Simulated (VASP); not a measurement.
# AlNi3 (Pm-3m) in VASP: a series of runs, part 2 of 3

VASP 6.6.1. Earlier steps stand in the parts before.

## (4) Single point, PBE, collinear spin, ferromagnetic start (volume scaled by 1.03)

File INCAR:

```
SYSTEM = AlNi3
  ALGO = Normal
  EDIFF = 1E-7
  ENCUT = 520
  GGA = PE
  ISIF = 2
  ISMEAR = 0
  ISPIN = 2
  LASPH = .TRUE.
  LCHARG = .FALSE.
  LMAXMIX = 4
  LORBIT = 11
  LREAL = .FALSE.
  LWAVE = .FALSE.
  MAGMOM = 0 0.3 0.3 0.3
  NBANDS = 28
  NELM = 150
  PREC = Accurate
  SIGMA = 0.1
```

File KPOINTS:

```
k-points
0
G
  12 12 12
  0 0 0
```

File POSCAR:

```
AlNi3
1.0
    3.6019948501      0.0000000000      0.0000000000
    0.0000000000      3.6019948501      0.0000000000
    0.0000000000      0.0000000000      3.6019948501
Al Ni
1 3
Direct
    0.0000000000      0.0000000000      0.0000000000
    0.0000000000      0.5000000000      0.5000000000
    0.5000000000      0.0000000000      0.5000000000
    0.5000000000      0.5000000000      0.0000000000
```

Potentials or basis: VASP PAW PBE potentials, release 64 (Al, Ni).

On the command line:

```bash
> cat potpaw_PBE.64/Al/POTCAR potpaw_PBE.64/Ni/POTCAR > POTCAR
> mpirun -np 1 vasp_std > vasp.out
```

OUTCAR:

```text
SYSTEM = AlNi3
   EDIFF = 1E-7
   ENCUT = 520
   GGA = PE
   ISIF = 2
   ISMEAR = 0
   ISPIN = 2
   LASPH = .TRUE.
   LORBIT = 11
   LREAL = .FALSE.
   NELM = 150
   PREC = Accurate

 ion  position               nearest neighbor table
   1  0.000  0.000  0.000-   2 2.55   3 2.55   4 2.55   2 2.55   3 2.55   2 2.55   4 2.55   2 2.55
                             3 2.55   4 2.55   3 2.55   4 2.55
   2  0.000  0.500  0.500-   1 2.55   3 2.55   4 2.55   1 2.55   4 2.55   1 2.55   3 2.55   1 2.55
                             3 2.55   4 2.55   4 2.55   3 2.55
   3  0.500  0.000  0.500-   1 2.55   2 2.55   4 2.55   1 2.55   4 2.55   2 2.55   4 2.55   4 2.55
                             1 2.55   2 2.55   1 2.55   2 2.55
   4  0.500  0.500  0.000-   1 2.55   2 2.55   3 2.55   2 2.55   3 2.55   1 2.55   3 2.55   3 2.55
                             1 2.55   2 2.55   2 2.55   1 2.55

  LATTYP: Found a simple cubic cell.
 ALAT       =     3.6019948501

  Lattice vectors:

 A1 = (   3.6019948501,   0.0000000000,   0.0000000000)
 A2 = (   0.0000000000,   3.6019948501,   0.0000000000)
 A3 = (   0.0000000000,   0.0000000000,   3.6019948501)

Analysis of symmetry for initial positions (statically):
=====================================================================
 Subroutine PRICEL returns:
 Original cell was already a primitive cell.

 Routine SETGRP: Setting up the symmetry group for a
 simple cubic supercell.

 Subroutine GETGRP returns: Found 48 space group operations
 (whereof 48 operations were pure point group operations)
 out of a pool of 48 trial point group operations.

The static configuration has the point symmetry O_h .

Analysis of symmetry for dynamics (positions and initial velocities):
=====================================================================
 Subroutine PRICEL returns:
 Original cell was already a primitive cell.

 Routine SETGRP: Setting up the symmetry group for a
 simple cubic supercell.

 Subroutine GETGRP returns: Found 48 space group operations
 (whereof 48 operations were pure point group operations)
 out of a pool of 48 trial point group operations.

The dynamic configuration has the point symmetry O_h .

Analysis of structural, dynamic, and magnetic symmetry:
=====================================================================
 Subroutine PRICEL returns:
 Original cell was already a primitive cell.

 Routine SETGRP: Setting up the symmetry group for a
 simple cubic supercell.

 Subroutine GETGRP returns: Found 48 space group operations
 (whereof 48 operations were pure point group operations)
 out of a pool of 48 trial point group operations.

The overall configuration has the point symmetry O_h .

 Subroutine INISYM returns: Found 48 space group operations
 (whereof 48 operations are pure point group operations),
 and found     1 'primitive' translations

----------------------------------------------------------------------------------------

                                     Primitive cell

  volume of cell :      46.7336

  direct lattice vectors                    reciprocal lattice vectors
     3.601994850  0.000000000  0.000000000     0.277623939  0.000000000  0.000000000
     0.000000000  3.601994850  0.000000000     0.000000000  0.277623939  0.000000000
     0.000000000  0.000000000  3.601994850     0.000000000  0.000000000  0.277623939

  length of vectors
     3.601994850  3.601994850  3.601994850     0.277623939  0.277623939  0.277623939
[... 82 lines left out ...]
   LASPH  =      T    aspherical Exc in radial PAW
   ENCUT  =  520.0 eV  38.22 Ry    6.18 a.u.   6.70  6.70  6.70*2*pi/ulx,y,z
   NELM   =    150;   NELMIN=  2; NELMDL= -5     # of ELM steps
   EDIFF  = 0.1E-06   stopping-criterion for ELM
   LREAL  =      F    real-space projection
   EDIFFG = 0.1E-05   stopping-criterion for IOM
   NSW    =      0    number of steps for IOM
   IBRION =     -1    ionic relax: 0-MD 1-quasi-New 2-CG
   NFREE  =      0    steps in history (QN), initial steepest desc. (CG)
   ISIF   =      2    stress and relaxation
   ISYM   =      2    0-nonsym 1-usesym 2-fastsym
   POTIM  = 0.5000    time-step for ionic-motion
   TEBEG  =    0.0;   TEEND  =   0.0 temperature during run
   PSTRESS=    0.0 pullay stress
   NELECT =      33.0000    total number of electrons
   NUPDOWN=      -1.0000    fix difference up-down
   EMIN   =  10.00;   EMAX   =-10.00  energy-range for DOS
   EFERMI =   0.00;   METHOD = LEGACY
   ISMEAR =     0;   SIGMA  =   0.10  broadening in eV -4-tet -1-fermi 0-gaus
   EFERMI_NEDOS =   21; number of points for ismear=-14 and -15
   IALGO  =     38    algorithm
   IMIX   =      4    mixing-type and parameters
     AMIX     =   0.40;   BMIX     =  1.00
     AMIX_MAG =   1.60;   BMIX_MAG =  1.00
  volume/ion in A,a.u.               =      11.68        78.84
  Fermi-wavevector in a.u.,A,eV,Ry     =   1.457817  2.754875 28.915521  2.125231
  Thomas-Fermi vector in A             =   2.574574
   LORBIT       =     11    0 simple, 1 ext, 2 COOP (PROOUT), +10 PAW based schemes
   GGA     = PE    functional components
   LHFCALC =     F    Hartree Fock is set to
   AEXX    =    0.0000 exact exchange contribution
   IVDW    =     0    specifies the selected vdW correction
   LEPSILON=     F    determine dielectric tensor
   LRPA    =     F    only Hartree local field effects (RPA)
 spin polarized calculation
 Gauss-broadening in eV      SIGMA  =   0.10
  energy-cutoff  :      520.00
  volume of cell :       46.73
 maximum number of plane-waves:      1328
 NGX is ok and might be reduce to    28
   NGX = 13   NGY = 13   NGZ = 13

 number of electron      33.0000061 magnetization       0.7242740

 Free energy of the ion-electron system (eV)
  ---------------------------------------------------
  ext. energy  EPLUGINS =         0.00000000
  ---------------------------------------------------
  free energy    TOTEN  =       -21.88415068 eV

  energy without entropy =      -21.86725232  energy(sigma->0) =      -21.87570150

 E-fermi :   9.0433     XC(G=0): -12.4981

 val. band max:        9.0406347198   @ k =   0.3333   0.3333   0.1667
 cond. band min:       9.0442432440   @ k =   0.3333   0.3333   0.1667
 fundamental gap:      0.0036085242
 Fermi energy:         9.0432734621

 spin component 1

 k-point     1 :       0.0000    0.0000    0.0000
  band No.  band energies     occupation
      1      -0.6763      1.00000
      2       4.9382      1.00000
      3       5.5751      1.00000
      4       5.5751      1.00000
      5       5.9012      1.00000
      6       5.9012      1.00000
[... 733 lines left out ...]
     27      22.1633      0.00000
     28      22.4362      0.00000

 [... further k-points ...]

 spin component 2

 k-point     1 :       0.0000    0.0000    0.0000
  band No.  band energies     occupation
      1      -0.7089      1.00000
      2       5.0173      1.00000
      3       5.7312      1.00000
      4       5.7312      1.00000
      5       6.1963      1.00000
      6       6.1963      1.00000
[... 733 lines left out ...]
     27      22.1476      0.00000
     28      22.4432      0.00000

 [... further k-points ...]
[... 5 lines left out ...]
  --------------------------------------------------------------------------------------
  -------------------------------------------------------------------------------------
  Total       -1.4397587     -1.4397587     -1.4397587     -0.0000000      0.0000000     -0.0000000
  in kB      -49.3595328    -49.3595328    -49.3595328     -0.0000000      0.0000000     -0.0000000
  external PRESSURE =     -49.3595328 kB  Pullay stress =       0.0000000 kB

 VOLUME and BASIS-vectors are now :
 -----------------------------------------------------------------------------
  energy-cutoff  :      520.00
  volume of cell :       46.73
      direct lattice vectors                 reciprocal lattice vectors
     3.601994850  0.000000000  0.000000000     0.277623939  0.000000000  0.000000000
     0.000000000  3.601994850  0.000000000     0.000000000  0.277623939  0.000000000
     0.000000000  0.000000000  3.601994850     0.000000000  0.000000000  0.277623939

 POSITION                                       TOTAL-FORCE (eV/Angst)
 -----------------------------------------------------------------------------------
      0.00000      0.00000      0.00000         0.000000      0.000000      0.000000
      0.00000      1.80100      1.80100         0.000000      0.000000      0.000000
      1.80100      0.00000      1.80100         0.000000      0.000000      0.000000
      1.80100      1.80100      0.00000         0.000000      0.000000      0.000000
 -----------------------------------------------------------------------------------
    total drift:                                0.000000      0.000000      0.000000

  FREE ENERGIE OF THE ION-ELECTRON SYSTEM (eV)
  ---------------------------------------------------
  free  energy   TOTEN  =       -21.8841506802 eV

  energy  without entropy=      -21.8672523205  energy(sigma->0) =      -21.87570150

 total charge

# of ion       s       p       d       tot
------------------------------------------
    1        0.405   0.378   0.000   0.783
    2        0.478   0.486   8.365   9.329
    3        0.478   0.486   8.365   9.329
    4        0.478   0.486   8.365   9.329
--------------------------------------------------
tot          1.839   1.836  25.094  28.769

 magnetization (x)

# of ion       s       p       d       tot
------------------------------------------
    1       -0.001  -0.008   0.000  -0.009
    2       -0.003  -0.010   0.274   0.261
    3       -0.003  -0.010   0.274   0.261
    4       -0.003  -0.010   0.274   0.261
--------------------------------------------------
tot         -0.010  -0.038   0.822   0.773
```

OSZICAR:

```text
N       E                     dE             d eps       ncg     rms          rms(c)
DAV:   1     0.195462548258E+03    0.19546E+03   -0.13654E+04  9552   0.149E+03
DAV:   2    -0.137308311640E+02   -0.20919E+03   -0.19360E+03  9424   0.292E+02
DAV:   3    -0.257937542859E+02   -0.12063E+02   -0.11181E+02 10452   0.878E+01
DAV:   4    -0.260100219647E+02   -0.21627E+00   -0.21590E+00 10872   0.112E+01
DAV:   5    -0.260179535464E+02   -0.79316E-02   -0.79308E-02 11004   0.190E+00    0.191E+01
DAV:   6    -0.274848913617E+02   -0.14669E+01   -0.32845E+01 10884   0.102E+02    0.221E+01
DAV:   7    -0.219264743818E+02    0.55584E+01   -0.12536E+01 11200   0.560E+01    0.213E+00
DAV:   8    -0.218973271194E+02    0.29147E-01   -0.21993E-01 10040   0.303E+00    0.135E+00
DAV:   9    -0.218805438167E+02    0.16783E-01   -0.22390E-02 12956   0.209E+00    0.703E-01
DAV:  10    -0.218821545660E+02   -0.16107E-02   -0.21829E-03 11788   0.425E-01    0.477E-01
DAV:  11    -0.218832097273E+02   -0.10552E-02   -0.51362E-03 11828   0.126E+00    0.276E-01
DAV:  12    -0.218841315439E+02   -0.92182E-03   -0.96094E-04 11852   0.524E-01    0.594E-02
DAV:  13    -0.218841444696E+02   -0.12926E-04   -0.38958E-05 11092   0.593E-02    0.387E-02
DAV:  14    -0.218841483958E+02   -0.39262E-05   -0.23721E-06 12304   0.167E-02    0.188E-02
DAV:  15    -0.218841509316E+02   -0.25358E-05   -0.21459E-06 12492   0.260E-02    0.397E-03
DAV:  16    -0.218841507386E+02    0.19295E-06   -0.56524E-07  9796   0.714E-03    0.207E-03
DAV:  17    -0.218841506802E+02    0.58390E-07   -0.59054E-08  5216   0.401E-03
   1 F= -.21884151E+02 E0= -.21875702E+02  d E =-.168984E-01  mag=     0.7243
```

It took 1.8 min on 1 thread of Intel Xeon Platinum 8559C (Emerald Rapids), shared host; peak memory 0.29 GiB.

Results:

```yaml
Free_energy: -21.8842 eV
Pressure: -4.9 GPa
Net_moment: 0.72 μB per cell
Site_moments: Al -0.01; Ni +0.26 μB
Valence_electrons_inside_the_program's_atomic_spheres: Al 0.78; Ni 9.33
```

## (5) Single point, PBE, collinear spin, ferromagnetic start (volume scaled by 1.06)

File INCAR:

```
PREC = Accurate ; ENCUT = 520
EDIFF = 1E-7 ; ISMEAR = 0
SIGMA = 0.1 ; LREAL = False
LASPH = True ; NELM = 150
ALGO = Fast ; ISIF = 2
LWAVE = False ; LCHARG = False
ISPIN = 2 ; MAGMOM = 0 0.3 0.3 0.3
LORBIT = 11 ; LMAXMIX = 4
GGA = PE ; NBANDS = 28
```

File KPOINTS:

```
Automatic mesh
0
Gamma
  12 12 12
```

File POSCAR:

```
AlNi3
1.0
    3.6366315408      0.0000000000      0.0000000000
    0.0000000000      3.6366315408      0.0000000000
    0.0000000000      0.0000000000      3.6366315408
Al Ni
1 3
Direct
    0.0000000000      0.0000000000      0.0000000000
    0.0000000000      0.5000000000      0.5000000000
    0.5000000000      0.0000000000      0.5000000000
    0.5000000000      0.5000000000      0.0000000000
```

Potentials or basis: VASP PAW PBE potentials, release 64 (Al, Ni).

On the command line:

```bash
> cat potpaw_PBE.64/Al/POTCAR potpaw_PBE.64/Ni/POTCAR > POTCAR
> mpirun -np 1 vasp_std > vasp.out
```

OUTCAR:

```text
PREC = Accurate
   ENCUT = 520
   EDIFF = 1E-7
   ISMEAR = 0
   LREAL = False
   LASPH = True
   NELM = 150
   ISIF = 2
   ISPIN = 2
   LORBIT = 11
   GGA = PE

 ion  position               nearest neighbor table
   1  0.000  0.000  0.000-   2 2.57   3 2.57   4 2.57   2 2.57   3 2.57   2 2.57   4 2.57   2 2.57
                             3 2.57   4 2.57   3 2.57   4 2.57
   2  0.000  0.500  0.500-   1 2.57   3 2.57   4 2.57   1 2.57   4 2.57   1 2.57   3 2.57   1 2.57
                             3 2.57   4 2.57   4 2.57   3 2.57
   3  0.500  0.000  0.500-   1 2.57   2 2.57   4 2.57   1 2.57   4 2.57   2 2.57   4 2.57   4 2.57
                             1 2.57   2 2.57   1 2.57   2 2.57
   4  0.500  0.500  0.000-   1 2.57   2 2.57   3 2.57   2 2.57   3 2.57   1 2.57   3 2.57   3 2.57
                             1 2.57   2 2.57   2 2.57   1 2.57

  LATTYP: Found a simple cubic cell.
 ALAT       =     3.6366315408

  Lattice vectors:
[... 1703 lines left out ...]

  FORCE on cell =-STRESS in cart. coord.  units (eV):
  Direction    XX          YY          ZZ          XY          YZ          ZX
  --------------------------------------------------------------------------------------
  -------------------------------------------------------------------------------------
  Total       -2.7361358     -2.7361358     -2.7361358      0.0000000     -0.0000000      0.0000000
  in kB      -91.1486688    -91.1486688    -91.1486688      0.0000000     -0.0000000      0.0000000
  external PRESSURE =     -91.1486688 kB  Pullay stress =       0.0000000 kB

 VOLUME and BASIS-vectors are now :
 -----------------------------------------------------------------------------
  energy-cutoff  :      520.00
  volume of cell :       48.09
      direct lattice vectors                 reciprocal lattice vectors
     3.636631541  0.000000000  0.000000000     0.274979741  0.000000000  0.000000000
     0.000000000  3.636631541  0.000000000     0.000000000  0.274979741  0.000000000
     0.000000000  0.000000000  3.636631541     0.000000000  0.000000000  0.274979741

 POSITION                                       TOTAL-FORCE (eV/Angst)
 -----------------------------------------------------------------------------------
      0.00000      0.00000      0.00000         0.000000      0.000000      0.000000
      0.00000      1.81832      1.81832         0.000000      0.000000      0.000000
      1.81832      0.00000      1.81832         0.000000      0.000000      0.000000
      1.81832      1.81832      0.00000         0.000000      0.000000      0.000000
 -----------------------------------------------------------------------------------
    total drift:                                0.000000      0.000000      0.000000

  FREE ENERGIE OF THE ION-ELECTRON SYSTEM (eV)
  ---------------------------------------------------
  free  energy   TOTEN  =       -21.8238700543 eV

  energy  without entropy=      -21.8064547360  energy(sigma->0) =      -21.81516240

 total charge

# of ion       s       p       d       tot
------------------------------------------
    1        0.402   0.367   0.000   0.769
    2        0.466   0.462   8.354   9.282
    3        0.466   0.462   8.354   9.282
    4        0.466   0.462   8.354   9.282
--------------------------------------------------
tot          1.802   1.753  25.061  28.615

 magnetization (x)

# of ion       s       p       d       tot
------------------------------------------
    1       -0.001  -0.008   0.000  -0.009
    2       -0.003  -0.010   0.279   0.266
    3       -0.003  -0.010   0.279   0.266
    4       -0.003  -0.010   0.279   0.266
--------------------------------------------------
tot         -0.010  -0.038   0.838   0.790
```

Run time: 2.1 min. Hardware: 1 thread of Intel Xeon Platinum 8559C (Emerald Rapids), shared host; peak memory 0.28 GiB.

What came out:

| Property | Result |
| --- | --- |
| Free energy | -21.8239 eV |
| Pressure | -9.1 GPa |
| Net moment | 0.74 μB per cell |
| Site moments | Al -0.01; Ni +0.27 μB |
| Valence electrons inside the program's atomic spheres | Al 0.77; Ni 9.28 |

Levels at points of the mesh, in eV from the Fermi level:
Spin up:
| k point | band 15 | band 16 | band 17 | band 18 | band 19 | band 20 |
| --- | --- | --- | --- | --- | --- | --- |
| (0.00, 0.00, 0.00) | -0.13 | -0.13 | 0.86 | 0.86 | 0.86 | 6.20 |
| (0.50, 0.00, 0.00) | -0.98 | -0.49 | -0.13 | 5.17 | 5.17 | 5.38 |
| (0.50, 0.50, 0.00) | -0.94 | -0.91 | -0.55 | 0.72 | 0.72 | 7.65 |
| (0.50, 0.50, 0.50) | -1.00 | -0.28 | -0.28 | -0.28 | -0.05 | 2.95 |
Spin down:
```csv
k point,band 12,band 13,band 14,band 15,band 16,band 17,band 18,band 19,band 20,band 21
"(0.00, 0.00, 0.00)",-0.37,0.01,0.32,0.32,0.32,0.82,0.82,0.82,6.28,6.28
"(0.50, 0.00, 0.00)",-0.93,-0.83,-0.83,-0.74,-0.30,0.32,5.22,5.22,5.43,5.43
"(0.50, 0.50, 0.00)",-1.02,-1.02,-0.99,-0.71,-0.52,-0.40,1.02,1.02,7.66,7.90
"(0.50, 0.50, 0.50)",-1.05,-1.05,-0.81,-0.81,-0.08,0.10,0.10,0.10,3.05,3.91
```

[end of part 2 of 3]
